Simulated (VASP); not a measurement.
# TiSi2 (eos) (Cmcm) in VASP: single point with LDA

Aim: the single point of TiSi2 (eos) with LDA.

All numbers are computed with VASP 6.6.1; they aren't measurements. Logs are shortened: lines on timing, memory, paths and dates and some standing lists are left out, and cuts for length are marked.

### Step 1. The cell of the first run

Symmetry: Cmcm, No. 63, orthorhombic system. The conventional cell has a = 3.570 Å, b = 13.836 Å, c = 3.603 Å, α = 90.00°, β = 90.00°, γ = 90.00°. Within 3.5 Å of Ti (site symmetry m2m) lie 10 Si at 2.62 to 2.87 Å and 2 Ti at 3.41 Å. Within 3.2 Å of Si (site symmetry m2m) lie 2 Si at 2.41 Å and 6 Ti at 2.62 to 2.87 Å. Si (site symmetry m2m) has 8 Si at 2.54 to 3.21 Å and 4 Ti at 2.69 to 2.70 Å within 3.3 Å.

### Step 2. Single point, LDA (volume scaled by 1.09, then relaxed in part)

File INCAR:

```
SYSTEM = TiSi2
PREC = Accurate ; ENCUT = 520
EDIFF = 1E-6 ; ISMEAR = 0
SIGMA = 0.1 ; LREAL = .False.
LASPH = .True. ; NELM = 80
ALGO = Normal ; ISIF = 2
LWAVE = .False. ; LCHARG = .False.
GGA = CA ; NBANDS = 29
```

File KPOINTS:

```
regular mesh
0
Gamma
  10 10 10
  0 0 0
```

File POSCAR:

```
TiSi2
1.0
    1.7850698594     -6.9180336505      0.0000000000
    1.7850698594      6.9180336505      0.0000000000
    0.0000000000      0.0000000000      3.6026490976
Ti Si
2 4
Direct
    0.8955714917      0.1044285083      0.7500000000
    0.1044285083      0.8955714917      0.2500000000
    0.5577382468      0.4422617532      0.7500000000
    0.4422617532      0.5577382468      0.2500000000
    0.2499264665      0.7500735335      0.7500000000
    0.7500735335      0.2499264665      0.2500000000
```

Potentials or basis: VASP PAW LDA potentials, release 64 (Ti_sv, Si).

Launch:

```sh
$ cat potpaw_LDA.64/Ti_sv/POTCAR potpaw_LDA.64/Si/POTCAR > POTCAR
$ mpirun -np 1 vasp_std > vasp.out
```

OUTCAR:

```text
SYSTEM = TiSi2
   PREC = Accurate
   ENCUT = 520
   EDIFF = 1E-6
   ISMEAR = 0
   LREAL = .False.
   LASPH = .True.
   NELM = 80
   ISIF = 2
   GGA = CA

 ion  position               nearest neighbor table
   1  0.896  0.104  0.750-   4 2.62   4 2.62   4 2.62   4 2.62   5 2.69   5 2.69   6 2.70   6 2.70
                             3 2.87   3 2.87
   2  0.104  0.896  0.250-   3 2.62   3 2.62   3 2.62   3 2.62   6 2.69   6 2.69   5 2.70   5 2.70
                             4 2.87   4 2.87
   3  0.558  0.442  0.750-   4 2.41   4 2.41   2 2.62   2 2.62   2 2.62   2 2.62   1 2.87   1 2.87

   4  0.442  0.558  0.250-   3 2.41   3 2.41   1 2.62   1 2.62   1 2.62   1 2.62   2 2.87   2 2.87

   5  0.250  0.750  0.750-   6 2.54   6 2.54   6 2.54   6 2.54   1 2.69   1 2.69   2 2.70   2 2.70

   6  0.750  0.250  0.250-   5 2.54   5 2.54   5 2.54   5 2.54   2 2.69   2 2.69   1 2.70   1 2.70

  LATTYP: Found a base centered orthorhombic cell.
 ALAT       =     3.5701397188
 B/A-ratio  =     3.8754974289
 C/A-ratio  =     1.0091059122

  Lattice vectors:

 A1 = (   1.7850698594,  -6.9180336505,   0.0000000000)
 A2 = (   1.7850698594,   6.9180336505,   0.0000000000)
 A3 = (   0.0000000000,   0.0000000000,   3.6026490976)

Analysis of symmetry for initial positions (statically):
=====================================================================
 Subroutine PRICEL returns:
 Original cell was already a primitive cell.

 Routine SETGRP: Setting up the symmetry group for a
 base centered orthorhombic supercell.

 Subroutine GETGRP returns: Found  8 space group operations
 (whereof  4 operations were pure point group operations)
 out of a pool of  8 trial point group operations.

The static configuration has the point symmetry C_2h.
 The point group associated with its full space group is D_2h.

Analysis of symmetry for dynamics (positions and initial velocities):
=====================================================================
 Subroutine PRICEL returns:
 Original cell was already a primitive cell.

 Routine SETGRP: Setting up the symmetry group for a
 base centered orthorhombic supercell.

 Subroutine GETGRP returns: Found  8 space group operations
 (whereof  4 operations were pure point group operations)
 out of a pool of  8 trial point group operations.

The dynamic configuration has the point symmetry C_2h.
 The point group associated with its full space group is D_2h.

 Subroutine INISYM returns: Found  8 space group operations
 (whereof  4 operations are pure point group operations),
 and found     1 'primitive' translations

----------------------------------------------------------------------------------------

                                     Primitive cell

  volume of cell :      88.9795

  direct lattice vectors                    reciprocal lattice vectors
     1.785069859 -6.918033650  0.000000000     0.280101083 -0.072274872  0.000000000
     1.785069859  6.918033650  0.000000000     0.280101083  0.072274872  0.000000000
     0.000000000  0.000000000  3.602649098     0.000000000  0.000000000  0.277573522

  length of vectors
     7.144624832  7.144624832  3.602649098     0.289275429  0.289275429  0.277573522

  position of ions in fractional coordinates (direct lattice)
     0.895571492  0.104428508  0.750000000
     0.104428508  0.895571492  0.250000000
     0.557738247  0.442261753  0.750000000
     0.442261753  0.557738247  0.250000000
     0.249926466  0.750073534  0.750000000
     0.750073534  0.249926466  0.250000000

  ion indices of the primitive-cell ions
   primitive index   ion index
                 1           1
                 2           2
                 3           3
                 4           4
                 5           5
                 6           6

----------------------------------------------------------------------------------------

 KPOINTS: regular mesh

Automatic generation of k-mesh.
 Grid dimensions read from file:
 generate k-points for:   10   10   10

 Generating k-lattice:

  Cartesian coordinates                     Fractional coordinates (reciprocal lattice)
     0.028010108 -0.007227487  0.000000000     0.100000000  0.000000000  0.000000000
     0.028010108  0.007227487  0.000000000     0.000000000  0.100000000  0.000000000
     0.000000000  0.000000000  0.027757352     0.000000000  0.000000000  0.100000000

  Length of vectors
     0.028927543  0.028927543  0.027757352

  Shift w.r.t. Gamma in fractional coordinates (k-lattice)
     0.000000000  0.000000000  0.000000000

 Subroutine IBZKPT returns following result:
 ===========================================

 Found    186 irreducible k-points:

 Following reciprocal coordinates:
            Coordinates               Weight
  0.000000  0.000000  0.000000      1.000000
  0.100000  0.000000  0.000000      4.000000
  0.200000  0.000000  0.000000      4.000000
  0.300000  0.000000  0.000000      4.000000
  0.400000  0.000000  0.000000      4.000000
  0.500000 -0.000000  0.000000      2.000000
[... 16 lines left out ...]
  0.300000  0.300000  0.000000      2.000000
  0.400000  0.300000  0.000000      4.000000
 [... further k-points ...]
   k-points           NKPTS =    186   k-points in BZ     NKDIM =    186   number of bands    NBANDS=     29
   number of dos      NEDOS =    301   number of ions     NIONS =      6
   total plane-waves  NPLWV =  81648
   dimension x,y,z NGX =    54 NGY =   54 NGZ =   28
   dimension x,y,z NGXF=   108 NGYF=  108 NGZF=   56
   ions per type =               2   4
   NGX,Y,Z   is equivalent  to a cutoff of  12.57, 12.57, 12.92 a.u.
   NGXF,Y,Z  is equivalent  to a cutoff of  25.13, 25.13, 25.84 a.u.
 SYSTEM =  TiSi2
   PREC   = accura    normal or accurate (medium, high low for compatibility)
   ISTART =      0    job   : 0-new  1-cont  2-samecut
   ICHARG =      2    charge: 1-file 2-atom 10-const
   ISPIN  =      1    spin polarized calculation?
   LNONCOLLINEAR =      F non collinear calculations
   LSORBIT =      F    spin-orbit coupling
   LASPH  =      T    aspherical Exc in radial PAW
   ENCUT  =  520.0 eV  38.22 Ry    6.18 a.u.  13.28 13.28  6.70*2*pi/ulx,y,z
   NELM   =     80;   NELMIN=  2; NELMDL= -5     # of ELM steps
   EDIFF  = 0.1E-05   stopping-criterion for ELM
   LREAL  =      F    real-space projection
   EDIFFG = 0.1E-04   stopping-criterion for IOM
   NSW    =      0    number of steps for IOM
   IBRION =     -1    ionic relax: 0-MD 1-quasi-New 2-CG
   NFREE  =      0    steps in history (QN), initial steepest desc. (CG)
   ISIF   =      2    stress and relaxation
   ISYM   =      2    0-nonsym 1-usesym 2-fastsym
   POTIM  = 0.5000    time-step for ionic-motion
   TEBEG  =    0.0;   TEEND  =   0.0 temperature during run
   PSTRESS=    0.0 pullay stress
   NELECT =      40.0000    total number of electrons
   NUPDOWN=      -1.0000    fix difference up-down
   EMIN   =  10.00;   EMAX   =-10.00  energy-range for DOS
   EFERMI =   0.00;   METHOD = LEGACY
   ISMEAR =     0;   SIGMA  =   0.10  broadening in eV -4-tet -1-fermi 0-gaus
   EFERMI_NEDOS =   21; number of points for ismear=-14 and -15
   IALGO  =     38    algorithm
   IMIX   =      4    mixing-type and parameters
     AMIX     =   0.40;   BMIX     =  1.00
     AMIX_MAG =   1.60;   BMIX_MAG =  1.00
  volume/ion in A,a.u.               =      14.83       100.08
  Fermi-wavevector in a.u.,A,eV,Ry     =   1.254098  2.369902 21.398730  1.572762
  Thomas-Fermi vector in A             =   2.387919
   LORBIT       =      0    0 simple, 1 ext, 2 COOP (PROOUT), +10 PAW based schemes
   GGA     = CA    functional components
   LHFCALC =     F    Hartree Fock is set to
   AEXX    =    0.0000 exact exchange contribution
   IVDW    =     0    specifies the selected vdW correction
   LEPSILON=     F    determine dielectric tensor
   LRPA    =     F    only Hartree local field effects (RPA)
 non-spin polarized calculation
 Gauss-broadening in eV      SIGMA  =   0.10
  energy-cutoff  :      520.00
  volume of cell :       88.98
 maximum number of plane-waves:      2425
 NGX is ok and might be reduce to    54
   NGX = 27   NGY = 27   NGZ = 13

 number of electron      40.0000000 magnetization

 Free energy of the ion-electron system (eV)
  ---------------------------------------------------
  ext. energy  EPLUGINS =         0.00000000
  ---------------------------------------------------
  free energy    TOTEN  =       -44.76786334 eV

  energy without entropy =      -44.76082076  energy(sigma->0) =      -44.76434205

 E-fermi :   9.8328     XC(G=0): -11.5970

 val. band max:        9.8314625142   @ k =  -0.3000   0.3000   0.4000
 cond. band min:       9.8389446222   @ k =  -0.2000   0.1000   0.2000
 fundamental gap:      0.0074821081
 Fermi energy:         9.8328164510

 k-point     1 :       0.0000    0.0000    0.0000
  band No.  band energies     occupation
      1     -46.3807      2.00000
      2     -46.3740      2.00000
      3     -23.1020      2.00000
      4     -23.0686      2.00000
      5     -23.0591      2.00000
      6     -23.0494      2.00000
[... 21 lines left out ...]
     28      12.5974      0.00000
     29      12.8304      0.00000

 k-point     2 :       0.1000    0.0000    0.0000
  band No.  band energies     occupation
      1     -46.3803      2.00000
      2     -46.3736      2.00000
      3     -23.1009      2.00000
      4     -23.0750      2.00000
      5     -23.0650      2.00000
      6     -23.0487      2.00000
[... 21 lines left out ...]
     28      12.7275      0.00000
     29      12.8868      0.00000

 k-point     3 :       0.2000    0.0000    0.0000
  band No.  band energies     occupation
      1     -46.3794      2.00000
      2     -46.3727      2.00000
      3     -23.0981      2.00000
      4     -23.0915      2.00000
      5     -23.0803      2.00000
      6     -23.0472      2.00000
[... 638 lines left out ...]
      5     -23.0902      2.00000
      6     -23.0435      2.00000
[... 21 lines left out ...]
     28      12.7569      0.00000
     29      13.0558      0.00000

 k-point    24 :       0.4000    0.3000    0.0000
  band No.  band energies     occupation
      1     -46.3781      2.00000
      2     -46.3717      2.00000
      3     -23.1128      2.00000
      4     -23.0991      2.00000
      5     -23.0916      2.00000
      6     -23.0450      2.00000
[... 21 lines left out ...]
     28      12.8806      0.00000
     29      12.9719      0.00000

 [... further k-points ...]
[... 5 lines left out ...]
  --------------------------------------------------------------------------------------
  -------------------------------------------------------------------------------------
  Total       -5.6358137     -5.6471760     -5.6181105      0.0000000      0.0000000      0.0000000
  in kB     -101.4792768   -101.6838684   -101.1605105      0.0000000      0.0000000      0.0000000
  external PRESSURE =    -101.4412186 kB  Pullay stress =       0.0000000 kB

 VOLUME and BASIS-vectors are now :
 -----------------------------------------------------------------------------
  energy-cutoff  :      520.00
  volume of cell :       88.98
      direct lattice vectors                 reciprocal lattice vectors
     1.785069859 -6.918033650  0.000000000     0.280101083 -0.072274872  0.000000000
     1.785069859  6.918033650  0.000000000     0.280101083  0.072274872  0.000000000
     0.000000000  0.000000000  3.602649098     0.000000000  0.000000000  0.277573522

 POSITION                                       TOTAL-FORCE (eV/Angst)
 -----------------------------------------------------------------------------------
      1.78507     -5.47315      2.70199         0.000000     -0.003558      0.000000
      1.78507      5.47315      0.90066         0.000000      0.003558     -0.000000
      1.78507     -0.79887      2.70199         0.000000      0.004532     -0.000000
      1.78507      0.79887      0.90066         0.000000     -0.004532     -0.000000
      1.78507      3.46003      2.70199         0.000000      0.001287     -0.000000
      1.78507     -3.46003      0.90066         0.000000     -0.001287     -0.000000
 -----------------------------------------------------------------------------------
    total drift:                                0.000000      0.000000     -0.000000

  FREE ENERGIE OF THE ION-ELECTRON SYSTEM (eV)
  ---------------------------------------------------
  free  energy   TOTEN  =       -44.7678633366 eV

  energy  without entropy=      -44.7608207601  energy(sigma->0) =      -44.76434205
```

It took 6.2 min on 1 thread of Intel Xeon 6975P-C (Granite Rapids), shared host; peak memory 0.5 GiB.

What came out:

* Free energy: -44.7679 eV
* Pressure: -10.1 GPa
* Largest force: 0.005 eV/Å
* Band gap on the k mesh: zero (band 20 reaches 10.35 eV, above the bottom of band 21 at 9.36 eV)

Forces on the atoms (eV/Å):
```
Ti   0.000 -0.004  0.000
Ti   0.000  0.004  0.000
Si   0.000  0.005  0.000
Si   0.000 -0.005  0.000
Si   0.000  0.001  0.000
Si   0.000 -0.001  0.000
```
